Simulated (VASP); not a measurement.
Pd, 1 atom in the cell. It takes space group Fm-3m (No. 225, cubic). The conventional cell has a = 3.909 Å, b = 3.909 Å, c = 3.909 Å, α = 90.00°, β = 90.00°, γ = 90.00°. Pd (site symmetry m-3m) has 12 Pd at 2.76 Å within 3.6 Å. 

- Program: VASP 6.6.1
- Task: single point
- Functional: r2SCAN
- Potentials or basis: VASP PAW PBE potentials, release 64 (Pd)
- Cutoff: 550 eV
- k mesh: 20 × 20 × 20
- Occupations: fermi-dirac, width 0.05 eV
- Spin: no spin polarisation
- Dipole correction: no
- Further INCAR settings: ALGO = Normal; EDIFF = 1e-06; NBANDS = 11

Potentials or basis: VASP PAW PBE potentials, release 64 (Pd).

Run with:

```sh
$ cat potpaw_PBE.64/Pd/POTCAR > POTCAR
$ cp INCAR.step1 INCAR
$ mpirun -np 1 vasp_std > vasp.out
$ cp INCAR.step2 INCAR
$ mpirun -np 1 vasp_std > vasp.out
```

Hardware: 1 thread of Intel(R) Xeon(R) 6975P-C (Granite Rapids), on a shared host.

Estimate the wall time of this run.

It took 51 s on 1 thread of Intel(R) Xeon(R) 6975P-C (Granite Rapids), with other jobs on the host, peak memory 0.18 GiB. Counts: k points 256.
